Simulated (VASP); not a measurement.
# MoP4 (C2/c) in VASP: single point with r2SCAN

Aim: the single point of MoP4 with r2SCAN.

All numbers are computed with VASP 6.6.1; they aren't measurements. Logs are shortened: lines on timing, memory, paths and dates and some standing lists are left out, and cuts for length are marked.

**1. The cell of the first run**

Symmetry: C2/c, No. 15, monoclinic system. The conventional cell has a = 5.313 Å, b = 11.139 Å, c = 5.820 Å, α = 90.00°, β = 110.64°, γ = 90.00°. Within 3.1 Å of Mo (site symmetry 2) lie 6 P at 2.36 to 2.42 Å. P (site symmetry 1) has 2 P at 2.25 to 2.30 Å and 2 Mo at 2.36 to 2.42 Å within 3.0 Å. Within 2.9 Å of P (site symmetry 1) lie 3 P at 2.23 to 2.30 Å and 1 Mo at 2.39 Å.

**2. Single point, r2SCAN, collinear spin**

Contents of POSCAR:

```
MoP4
1.0
    2.6565000000     -5.5695000000      0.0000000000
    2.6565000000      5.5695000000      0.0000000000
   -2.0515200000      0.0000000000      5.4464400000
Mo P
2 8
Direct
    0.9375900000      0.0624100000      0.2500000000
    0.0624100000      0.9375900000      0.7500000000
    0.1851800000      0.3623600000      0.6779700000
    0.6376400000      0.8148200000      0.8220300000
    0.8148200000      0.6376400000      0.3220300000
    0.3623600000      0.1851800000      0.1779700000
    0.0527300000      0.4950300000      0.1899600000
    0.5049700000      0.9472700000      0.3100400000
    0.9472700000      0.5049700000      0.8100400000
    0.4950300000      0.0527300000      0.6899600000
```

Contents of INCAR.step1:

```
SYSTEM = MoP4
ALGO     = Normal         ! electronic algorithm
EDIFF    = 1E-4           ! SCF threshold, eV
ENCUT    = 520            ! plane-wave cutoff, eV
GGA      = PE             ! functional
ISMEAR   = -1             ! smearing method
ISPIN    = 2              ! spin polarisation
LASPH    = .True.         ! aspherical terms in the spheres
LCHARG   = .False.        ! write CHGCAR
LMAXMIX  = 4              ! l up to which the mixer works
LREAL    = .False.        ! projectors in reciprocal space
LWAVE    = .True.         ! write WAVECAR
MAGMOM   = 2 2 0 0 0 0 0 0 0 0 ! initial moments
NBANDS   = 49             ! bands
NELM     = 150            ! most SCF steps
PREC     = Accurate       ! precision mode
SIGMA    = 0.05           ! smearing width, eV
```

Contents of INCAR.step2:

```
SYSTEM = MoP4
ALGO     = Normal         ! electronic algorithm
EDIFF    = 1E-6           ! SCF threshold, eV
ENCUT    = 520            ! plane-wave cutoff, eV
ISIF     = 2              ! what is computed and relaxed
ISMEAR   = -1             ! smearing method
ISPIN    = 2              ! spin polarisation
ISTART   = 1            
LASPH    = .True.         ! aspherical terms in the spheres
LCHARG   = .False.        ! write CHGCAR
LMAXMIX  = 4              ! l up to which the mixer works
LMIXTAU  = .True.       
LORBIT   = 11             ! projections on sites
LREAL    = .False.        ! projectors in reciprocal space
LWAVE    = .False.        ! write WAVECAR
MAGMOM   = 2 2 0 0 0 0 0 0 0 0 ! initial moments
METAGGA  = R2SCAN         ! meta-GGA
NBANDS   = 49             ! bands
NELM     = 150            ! most SCF steps
PREC     = Accurate       ! precision mode
SIGMA    = 0.05           ! smearing width, eV
```

Contents of KPOINTS:

```
k-points
0
Gamma
  4 4 4
  0 0 0
```

Potentials or basis: VASP PAW PBE potentials, release 64 (Mo_sv, P).

Started as:

```sh
$ cat potpaw_PBE.64/Mo_sv/POTCAR potpaw_PBE.64/P/POTCAR > POTCAR
$ cp INCAR.step1 INCAR
$ mpirun -np 1 vasp_std > vasp.out
$ cp INCAR.step2 INCAR
$ mpirun -np 1 vasp_std > vasp.out
```

OUTCAR:

```text
SYSTEM = MoP4
   EDIFF = 1E-6
   ENCUT = 520
   ISIF = 2
   ISMEAR = -1
   ISPIN = 2
   ISTART = 1
   LASPH = .True.
   LORBIT = 11
   LREAL = .False.
   METAGGA = R2SCAN
   NELM = 150
   PREC = Accurate

 ion  position               nearest neighbor table
   1  0.938  0.062  0.250-   5 2.36   6 2.36   7 2.39   8 2.39   3 2.42   4 2.42   2 3.23   2 3.23

   2  0.062  0.938  0.750-   3 2.36   4 2.36   9 2.39  10 2.39   5 2.42   6 2.42   1 3.23   1 3.23

   3  0.185  0.362  0.678-   4 2.25   9 2.30   2 2.36   1 2.42
   4  0.638  0.815  0.822-   3 2.25  10 2.30   2 2.36   1 2.42
   5  0.815  0.638  0.322-   6 2.25   7 2.30   1 2.36   2 2.42
   6  0.362  0.185  0.178-   5 2.25   8 2.30   1 2.36   2 2.42
   7  0.053  0.495  0.190-   9 2.23   8 2.25   5 2.30   1 2.39
   8  0.505  0.947  0.310-  10 2.23   7 2.25   6 2.30   1 2.39
   9  0.947  0.505  0.810-   7 2.23  10 2.25   3 2.30   2 2.39
  10  0.495  0.053  0.690-   8 2.23   9 2.25   4 2.30   2 2.39

  LATTYP: Found a base centered monoclinic cell.
 ALAT       =     5.3130000000
 B/A-ratio  =     2.0965556183
 C/A-ratio  =     1.0954270079
 COS(beta)  =    -0.3524946217

  Lattice vectors:

 A1 = (   2.6565000000,  -5.5695000000,   0.0000000000)
 A2 = (   2.6565000000,   5.5695000000,   0.0000000000)
 A3 = (  -2.0515200000,   0.0000000000,   5.4464400000)

Analysis of symmetry for initial positions (statically):
=====================================================================
 Subroutine PRICEL returns:
 Original cell was already a primitive cell.

 Routine SETGRP: Setting up the symmetry group for a
 base centered monoclinic supercell.

 Subroutine GETGRP returns: Found  4 space group operations
 (whereof  2 operations were pure point group operations)
 out of a pool of  4 trial point group operations.

The static configuration has the point symmetry S_2 .
 The point group associated with its full space group is C_2h.

Analysis of symmetry for dynamics (positions and initial velocities):
=====================================================================
 Subroutine PRICEL returns:
 Original cell was already a primitive cell.

 Routine SETGRP: Setting up the symmetry group for a
 base centered monoclinic supercell.

 Subroutine GETGRP returns: Found  4 space group operations
 (whereof  2 operations were pure point group operations)
 out of a pool of  4 trial point group operations.

The dynamic configuration has the point symmetry S_2 .
 The point group associated with its full space group is C_2h.

[... 177 lines left out ...]

 E-fermi :   9.2460     XC(G=0): -11.7742

 val. band max:        9.2025231015   @ k =   0.2500   0.2500   0.0000
 cond. band min:       9.2837367358   @ k =   0.5000  -0.0000   0.0000
 fundamental gap:      0.0812136344
 Fermi energy:         9.2459501749

 spin component 1

 k-point     1 :       0.0000    0.0000    0.0000
  band No.  band energies     occupation
      1     -53.5378      1.00000
      2     -53.5187      1.00000
      3     -27.2483      1.00000
      4     -27.0509      1.00000
      5     -27.0362      1.00000
      6     -27.0121      1.00000
[... 1165 lines left out ...]
     45      13.3982      0.00000
     46      13.3982      0.00000
 Fermi energy:         9.2459501749

 spin component 2

 k-point     1 :       0.0000    0.0000    0.0000
  band No.  band energies     occupation
      1     -53.5378      1.00000
      2     -53.5187      1.00000
      3     -27.2483      1.00000
      4     -27.0509      1.00000
      5     -27.0362      1.00000
      6     -27.0121      1.00000
[... 1165 lines left out ...]
     45      13.3982      0.00000
     46      13.3982      0.00000
 [bands above 46 left out]

------------------------ aborting loop because EDIFF is reached ----------------------------------------

  FORCE on cell =-STRESS in cart. coord.  units (eV):
  Direction    XX          YY          ZZ          XY          YZ          ZX
  --------------------------------------------------------------------------------------
  -------------------------------------------------------------------------------------
  Total        1.1464485      0.8340905      3.8247719      0.0000000      0.0000000     -0.3707138
  in kB       11.3971535      8.2919179     38.0230872      0.0000000      0.0000000     -3.6853658
  external PRESSURE =      19.2373862 kB  Pullay stress =       0.0000000 kB

 VOLUME and BASIS-vectors are now :
 -----------------------------------------------------------------------------
  energy-cutoff  :      520.00
  volume of cell :      161.16
      direct lattice vectors                 reciprocal lattice vectors
     2.656500000 -5.569500000  0.000000000     0.188217580 -0.089774666  0.070896242
     2.656500000  5.569500000  0.000000000     0.188217580  0.089774666  0.070896242
    -2.051520000  0.000000000  5.446440000     0.000000000  0.000000000  0.183606172

 POSITION                                       TOTAL-FORCE (eV/Angst)
 -----------------------------------------------------------------------------------
      2.14362     -4.87432      1.36161         0.000000     -0.797740      0.000000
      1.11786      4.87432      4.08483        -0.000000      0.797740      0.000000
      0.06367      0.98680      3.69252         0.869053      1.078241      0.831823
      2.17205      0.98680      4.47714        -0.869053      1.078241     -0.831823
      3.19781     -0.98680      1.75392        -0.869053     -1.078241     -0.831823
      1.08943     -0.98680      0.96930         0.869053     -1.078241      0.831823
      1.06542      2.46339      1.03461         0.937925      1.069203     -0.199705
      3.22182      2.46339      1.68861        -0.937925      1.069203      0.199705
      2.19606     -2.46339      4.41183        -0.937925     -1.069203      0.199705
      0.03966     -2.46339      3.75783         0.937925     -1.069203     -0.199705
 -----------------------------------------------------------------------------------
    total drift:                               -0.000000     -0.000000     -0.000000

  FREE ENERGIE OF THE ION-ELECTRON SYSTEM (eV)
  ---------------------------------------------------
  free  energy   TOTEN  =      -127.6071321175 eV

  energy  without entropy=     -127.6019342346  energy(sigma->0) =     -127.60453318

 total charge

# of ion       s       p       d       tot
------------------------------------------
    1        2.295   6.230   4.187  12.712
    2        2.295   6.230   4.187  12.712
    3        1.031   1.450   0.000   2.481
    4        1.031   1.450   0.000   2.481
    5        1.031   1.450   0.000   2.481
    6        1.031   1.450   0.000   2.481
    7        1.039   1.434   0.000   2.473
    8        1.039   1.434   0.000   2.473
    9        1.039   1.434   0.000   2.473
   10        1.039   1.434   0.000   2.473
--------------------------------------------------
tot         12.870  23.997   8.373  45.240

 magnetization (x)

# of ion       s       p       d       tot
------------------------------------------
    1        0.000  -0.000   0.000   0.000
    2        0.000  -0.000   0.000   0.000
    3       -0.000   0.000   0.000   0.000
    4       -0.000   0.000   0.000   0.000
    5       -0.000   0.000   0.000   0.000
    6       -0.000   0.000   0.000   0.000
    7        0.000  -0.000   0.000  -0.000
    8        0.000  -0.000   0.000  -0.000
    9        0.000  -0.000   0.000  -0.000
   10        0.000  -0.000   0.000  -0.000
--------------------------------------------------
tot          0.000   0.000   0.000   0.000
```

OUTCAR.step1:

```text
SYSTEM = MoP4
   EDIFF = 1E-4
   ENCUT = 520
   GGA = PE
   ISMEAR = -1
   ISPIN = 2
   LASPH = .True.
   LREAL = .False.
   NELM = 150
[... 2629 lines left out ...]
      3.22182      2.46339      1.68861        -0.729455      0.900090      0.110198
      2.19606     -2.46339      4.41183        -0.729455     -0.900090      0.110198
      0.03966     -2.46339      3.75783         0.729455     -0.900090     -0.110198
 -----------------------------------------------------------------------------------
    total drift:                               -0.000000     -0.000000     -0.000000

  FREE ENERGIE OF THE ION-ELECTRON SYSTEM (eV)
  ---------------------------------------------------
  free  energy   TOTEN  =       -68.1757379002 eV

  energy  without entropy=      -68.1693112669  energy(sigma->0) =      -68.17252458
```

OSZICAR.step1:

```text
N       E                     dE             d eps       ncg     rms          rms(c)
DAV:   1     0.442188223058E+03    0.44219E+03   -0.35115E+04  5088   0.129E+03
DAV:   2    -0.434025320880E+02   -0.48559E+03   -0.46473E+03  5558   0.302E+02
DAV:   3    -0.681467396223E+02   -0.24744E+02   -0.24210E+02  5960   0.608E+01
DAV:   4    -0.686474150199E+02   -0.50068E+00   -0.49754E+00  5872   0.900E+00
DAV:   5    -0.686564142339E+02   -0.89992E-02   -0.89865E-02  5856   0.117E+00    0.348E+01
DAV:   6    -0.683519709866E+02    0.30444E+00   -0.49240E+00  5511   0.968E+00    0.148E+01
DAV:   7    -0.682938533423E+02    0.58118E-01   -0.18412E+00  5608   0.629E+00    0.119E+01
DAV:   8    -0.681699654305E+02    0.12389E+00   -0.36519E-01  5397   0.298E+00    0.310E+00
DAV:   9    -0.681757796888E+02   -0.58143E-02   -0.95518E-02  5826   0.132E+00    0.841E-01
DAV:  10    -0.681754016621E+02    0.37803E-03   -0.12538E-02  5405   0.537E-01    0.280E-01
DAV:  11    -0.681755894171E+02   -0.18775E-03   -0.12897E-03  5279   0.163E-01    0.146E-01
DAV:  12    -0.681757048618E+02   -0.11544E-03   -0.22182E-04  4242   0.639E-02    0.594E-02
DAV:  13    -0.681757379002E+02   -0.33038E-04   -0.34503E-05  2807   0.306E-02
   1 F= -.68175738E+02 E0= -.68172525E+02  d E =-.642663E-02  mag=     0.0001
```

Run time: 36 min. Hardware: 1 thread of Oxide Virtual Turin-like, shared host; peak memory 0.58 GiB.

What came out:

| Quantity | Value |
| --- | --- |
| Free energy | -127.6071 eV |
| Pressure | 1.9 GPa |
| Largest force | 1.615 eV/Å |
| Band gap on the k mesh | zero (filled and empty bands overlap) |
| Net moment | 0.00 μB per cell |
| Valence electrons inside the program's atomic spheres | Mo 12.71; P 2.48, 2.47 (each value once) |

Forces on the atoms (eV/Å):
```
Mo   0.000 -0.798  0.000
Mo   0.000  0.798  0.000
P    0.869  1.078  0.832
P   -0.869  1.078 -0.832
P   -0.869 -1.078 -0.832
P    0.869 -1.078  0.832
P    0.938  1.069 -0.200
P   -0.938  1.069  0.200
P   -0.938 -1.069  0.200
P    0.938 -1.069 -0.200
```

Stress tensor (GPa, compression positive):
```
 1.14  0.00 -0.37
 0.00  0.83  0.00
-0.37  0.00  3.80
```

Caveat: the PAW data sets were made with another functional, which shifts forces and pressure a little.
